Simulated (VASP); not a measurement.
# LiH (P6_3/mmc) in VASP: notebook

Aim: see how the results for LiH move with the level of theory and the settings. Levels: PBE, PBEsol. Tasks: dielectric tensor, vibrations by perturbation theory.

All numbers are computed with VASP 6.6.1; they aren't measurements. Logs are shortened: lines on timing, memory, paths and dates and some standing lists are left out, and cuts for length are marked.

## Step 1: The cell of the first run

It takes space group P6_3/mmc (No. 194, hexagonal). The conventional cell has a = 2.782 Å, b = 2.782 Å, c = 4.873 Å, α = 90.00°, β = 90.00°, γ = 120.00°. Li (site symmetry -3m) has 6 H at 2.02 Å and 8 Li at 2.44 to 2.78 Å within 2.8 Å. Within 2.8 Å of H (site symmetry -6m2) lie 6 Li at 2.02 Å and 6 H at 2.78 Å.

## Step 2: Dielectric tensor, PBE

INCAR

```
PREC = Accurate
ENCUT = 520
EDIFF = 1E-8
ISMEAR = 0
SIGMA = 0.01
LREAL = F
LASPH = T
NELM = 80
ALGO = Normal
ISIF = 2
LWAVE = F
LCHARG = F
GGA = PE
LEPSILON = T
```

KPOINTS

```
Automatic mesh
0
Gamma
  9 9 4
```

POSCAR

```
LiH
1.0
    2.7815484418      0.0000000000      0.0000000000
   -1.3907742209      2.4088916124      0.0000000000
    0.0000000000      0.0000000000      4.8729606993
Li H
2 2
Direct
    0.0000000000      0.0000000000      0.0000000000
    0.0000000000      0.0000000000      0.5000000000
    0.3333333333      0.6666666667      0.2500000000
    0.6666666667      0.3333333333      0.7500000000
```

Potentials or basis: VASP PAW PBE potentials, release 64 (Li_sv, H).

Command:

```bash
cat potpaw_PBE.64/Li_sv/POTCAR potpaw_PBE.64/H/POTCAR > POTCAR
mpirun -np 1 vasp_std > vasp.out
```

OUTCAR:

```text
PREC = Accurate
   ENCUT = 520
   EDIFF = 1E-8
   ISMEAR = 0
   LREAL = F
   LASPH = T
   NELM = 80
   ISIF = 2
   GGA = PE
   LEPSILON = T

 ion  position               nearest neighbor table
   1  0.000  0.000  0.000-   2 2.44   2 2.44
   2  0.000  0.000  0.500-   1 2.44   1 2.44
   3  0.333  0.667  0.250-
   4  0.667  0.333  0.750-

  LATTYP: Found a hexagonal cell.
 ALAT       =     2.7815484418
 C/A-ratio  =     1.7518877709

  Lattice vectors:

 A1 = (   2.7815484418,   0.0000000000,   0.0000000000)
 A2 = (  -1.3907742209,   2.4088916124,   0.0000000000)
 A3 = (   0.0000000000,   0.0000000000,   4.8729606993)

Analysis of symmetry for initial positions (statically):
=====================================================================
 Subroutine PRICEL returns:
 Original cell was already a primitive cell.

 Routine SETGRP: Setting up the symmetry group for a
 hexagonal supercell.

 Subroutine GETGRP returns: Found 24 space group operations
 (whereof 12 operations were pure point group operations)
 out of a pool of 24 trial point group operations.

The static configuration has the point symmetry D_3d.
 The point group associated with its full space group is D_6h.

Analysis of symmetry for dynamics (positions and initial velocities):
=====================================================================
 Subroutine PRICEL returns:
 Original cell was already a primitive cell.

 Routine SETGRP: Setting up the symmetry group for a
 hexagonal supercell.

 Subroutine GETGRP returns: Found 24 space group operations
 (whereof 12 operations were pure point group operations)
 out of a pool of 24 trial point group operations.

The dynamic configuration has the point symmetry D_3d.
 The point group associated with its full space group is D_6h.

 Subroutine INISYM returns: Found 24 space group operations
 (whereof 12 operations are pure point group operations),
 and found     1 'primitive' translations

----------------------------------------------------------------------------------------

                                     Primitive cell

  volume of cell :      32.6510

  direct lattice vectors                    reciprocal lattice vectors
     2.781548442  0.000000000  0.000000000     0.359511984  0.207564341  0.000000000
    -1.390774221  2.408891612  0.000000000     0.000000000  0.415128682  0.000000000
     0.000000000  0.000000000  4.872960699     0.000000000  0.000000000  0.205214050

  length of vectors
     2.781548442  2.781548442  4.872960699     0.415128682  0.415128682  0.205214050

  position of ions in fractional coordinates (direct lattice)
     0.000000000  0.000000000  0.000000000
     0.000000000  0.000000000  0.500000000
     0.333333333  0.666666667  0.250000000
     0.666666667  0.333333333  0.750000000

  ion indices of the primitive-cell ions
   primitive index   ion index
                 1           1
                 2           2
                 3           3
                 4           4

----------------------------------------------------------------------------------------

 KPOINTS: Automatic mesh

Automatic generation of k-mesh.
 Grid dimensions read from file:
 generate k-points for:    9    9    4

 Generating k-lattice:

  Cartesian coordinates                     Fractional coordinates (reciprocal lattice)
     0.039945776  0.023062705  0.000000000     0.111111111  0.000000000  0.000000000
     0.000000000  0.046125409  0.000000000     0.000000000  0.111111111  0.000000000
[... 88 lines left out ...]
   LRPA    =     F    only Hartree local field effects (RPA)
 non-spin polarized calculation
 Gauss-broadening in eV      SIGMA  =   0.01
  energy-cutoff  :      520.00
  volume of cell :       32.65
 maximum number of plane-waves:       895
 NGX is ok and might be reduce to    24
   NGX = 11   NGY = 11   NGZ = 19

--------------------------------------- Ionic step        1  -------------------------------------------

 number of electron       8.0000007 magnetization

 E-fermi :   0.0233     XC(G=0):  -8.4602

 val. band max:       -0.1076439031   @ k =   0.4444   0.1111   0.0000
 cond. band min:       4.3784813230   @ k =   0.4444   0.1111   0.5000
 fundamental gap:      4.4861252262
 Fermi energy:         0.0232753712

 k-point     1 :       0.0000    0.0000    0.0000
  band No.  band energies     occupation
      1     -44.4468      2.00000
      2     -44.3787      2.00000
      3      -5.3277      2.00000
      4      -3.0497      2.00000
      5       4.5051      0.00000
      6      14.4061      0.00000
      7      15.7308      0.00000
      8      16.2979      0.00000
[... 243 lines left out ...]
 k-point    24 :       0.3333    0.3333    0.2500
  band No.  band energies     occupation
      1     -44.3941      2.00000
      2     -44.3509      2.00000
      3      -0.8276      2.00000
      4      -0.8276      2.00000
      5       5.3337      0.00000
      6       5.3337      0.00000
      7       7.0589      0.00000
      8       7.6440      0.00000

 [... further k-points ...]

  FORCE on cell =-STRESS in cart. coord.  units (eV):
  Direction    XX          YY          ZZ          XY          YZ          ZX
  --------------------------------------------------------------------------------------
  -------------------------------------------------------------------------------------
  Total       -0.0598262     -0.0598262      0.0272959     -0.0000000     -0.0000000     -0.0000000
  in kB       -2.9356572     -2.9356572      1.3394022     -0.0000000     -0.0000000     -0.0000000
  external PRESSURE =      -1.5106374 kB  Pullay stress =       0.0000000 kB

 VOLUME and BASIS-vectors are now :
 -----------------------------------------------------------------------------
  energy-cutoff  :      520.00
  volume of cell :       32.65
      direct lattice vectors                 reciprocal lattice vectors
     2.781548442  0.000000000  0.000000000     0.359511984  0.207564341  0.000000000
    -1.390774221  2.408891612  0.000000000     0.000000000  0.415128682  0.000000000
     0.000000000  0.000000000  4.872960699     0.000000000  0.000000000  0.205214050

 POSITION                                       TOTAL-FORCE (eV/Angst)
 -----------------------------------------------------------------------------------
      0.00000      0.00000      0.00000         0.000000      0.000000      0.000000
      0.00000      0.00000      2.43648         0.000000      0.000000      0.000000
     -0.00000      1.60593      1.21824         0.000000     -0.000000      0.000000
      1.39077      0.80296      3.65472        -0.000000      0.000000      0.000000
 -----------------------------------------------------------------------------------
    total drift:                               -0.000000      0.000000      0.000000

  FREE ENERGIE OF THE ION-ELECTRON SYSTEM (eV)
  ---------------------------------------------------
  free  energy   TOTEN  =       -12.0424728357 eV

  energy  without entropy=      -12.0424728357  energy(sigma->0) =      -12.04247284

 HEAD OF MICROSCOPIC STATIC DIELECTRIC TENSOR (INDEPENDENT PARTICLE, excluding Hartree and local field effects)
 ------------------------------------------------------
           4.022831     0.000000     0.000000
           0.000000     4.022831     0.000000
           0.000000     0.000000     3.919116
 ------------------------------------------------------

 Free energy of the ion-electron system (eV)
  ---------------------------------------------------
  ---------------------------------------------------
  free energy    TOTEN  =        -0.30632569 eV

  energy without entropy =       -0.30632569

------------------------ aborting loop because EDIFF is reached ----------------------------------------

--------------------------------------- Ionic step        2  -------------------------------------------

------------------------ aborting loop because EDIFF is reached ----------------------------------------

--------------------------------------- Ionic step        3  -------------------------------------------

 Free energy of the ion-electron system (eV)
  ---------------------------------------------------
  ---------------------------------------------------
  free energy    TOTEN  =        -0.29744564 eV

  energy without entropy =       -0.29744564

------------------------ aborting loop because EDIFF is reached ----------------------------------------

 PIEZOELECTRIC TENSOR FIELD DIRECTION 3  (e Angst)
 -----------------------------------------------------------------------------
    -0.00082 -0.00000  0.00000           ( -0.00001  0.00000  0.00000)
    -0.00000 -0.00082  0.00000           ( -0.00000 -0.00001  0.00000)
     0.00000 -0.00000  0.00079           (  0.00000  0.00000 -0.00001)

 PIEZOELECTRIC TENSOR FIELD DIRECTION 3  (C/m^2)
 -----------------------------------------------------------------------------
    -0.00040 -0.00000  0.00000
    -0.00000 -0.00040  0.00000
     0.00000 -0.00000  0.00039

 MACROSCOPIC STATIC DIELECTRIC TENSOR (including local field effects in DFT)
 ------------------------------------------------------
           3.985066     0.000000     0.000000
          -0.000000     3.985066    -0.000000
          -0.000000     0.000000     3.853492
 ------------------------------------------------------

 PIEZOELECTRIC TENSOR (including local field effects)  for field in x, y, z        (e  Angst)
          XX          YY          ZZ          XY          YZ          ZX
  --------------------------------------------------------------------------------
  x     0.00000     0.00000     0.00000     0.00000     0.00000     0.00000
  y     0.00000     0.00000     0.00000     0.00000     0.00000     0.00000
  z     0.00000     0.00000     0.00000     0.00000     0.00000     0.00000

 PIEZOELECTRIC TENSOR (including local field effects)  for field in x, y, z        (C/m^2)
          XX          YY          ZZ          XY          YZ          ZX
  --------------------------------------------------------------------------------
  x     0.00000     0.00000     0.00000     0.00000     0.00000     0.00000
  y     0.00000     0.00000     0.00000     0.00000     0.00000     0.00000
  z     0.00000     0.00000     0.00000     0.00000     0.00000     0.00000

 BORN EFFECTIVE CHARGES (including local field effects) (in |e|, cummulative output)
 ---------------------------------------------------------------------------------
 ion    1
    1     0.94671     0.00000     0.00000
    2     0.00000     0.94671     0.00000
    3     0.00000     0.00000     0.96899
 ion    2
    1     0.94671     0.00000     0.00000
    2     0.00000     0.94671     0.00000
    3     0.00000    -0.00000     0.96899
 ion    3
    1    -0.94671     0.00000    -0.00000
    2     0.00000    -0.94671     0.00000
    3    -0.00000     0.00000    -0.96899
 ion    4
    1    -0.94671     0.00000     0.00000
    2     0.00000    -0.94671     0.00000
    3     0.00000     0.00000    -0.96899
```

It took 76 s on 1 thread of Intel Xeon 6975P-C (Granite Rapids), shared host; peak memory 0.17 GiB.

What came out:

| Property | Result |
| --- | --- |
| Band gap on the k mesh | 4.49 eV (least direct gap 4.99 eV) |
| Electronic dielectric tensor (diagonal) | 3.99, 3.99, 3.85 |
| Born charges (mean of the diagonal) | Li +0.95; H -0.95 e |

Electronic dielectric tensor:
```
3.99 0.00 0.00
0.00 3.99 0.00
0.00 0.00 3.85
```

Born effective charge tensors (e):
atom 1, Li
```
0.95 0.00 0.00
0.00 0.95 0.00
0.00 0.00 0.97
```
atom 2, Li
```
0.95 0.00 0.00
0.00 0.95 0.00
0.00 0.00 0.97
```
atom 3, H
```
-0.95  0.00  0.00
 0.00 -0.95  0.00
 0.00  0.00 -0.97
```
atom 4, H
```
-0.95  0.00  0.00
 0.00 -0.95  0.00
 0.00  0.00 -0.97
```

Caveat: the cutoff is under 1.25 times the usual one of these potentials, so pressure, stress and relaxed cells hold a basis-set (Pulay) error. A k mesh can miss the band edges.

[end of part 1 of 2]
